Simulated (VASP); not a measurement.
## NiO: single point with PBE

The system is NiO.

```
O Ni
1.0
     0.00000    2.08930    2.08930
     2.08930    0.00000    2.08930
     2.08930    2.08930    0.00000
O Ni
1 1
Direct
  0.50000 0.50000 0.50000
  0.00000 0.00000 0.00000
```

```yaml
Program: VASP 6.6.1
Task: single point
Functional: PBE
Potentials_or_basis: VASP PAW PBE potentials, release 64 (O, Ni)
Cutoff: 520 eV
k_mesh: 10 × 10 × 10
Occupations: fermi-dirac, width 0.03 eV
Spin: collinear spin, zero start
Starting_moments: "[0.0, 0.0] μB"
Fixed_moment: 0 μB
```

| Quantity | Value |
| --- | --- |
| Pressure | -2.8 GPa |
| Net moment | 0.00 μB per cell |
| Valence electrons inside the program's atomic spheres | O 4.93; Ni 9.05 |

Run time: 100 s on 1 thread of AMD EPYC 7R13, with other jobs on the host, peak memory 0.13 GiB.

Caveat: the total moment is fixed, so each spin has its own Fermi level.
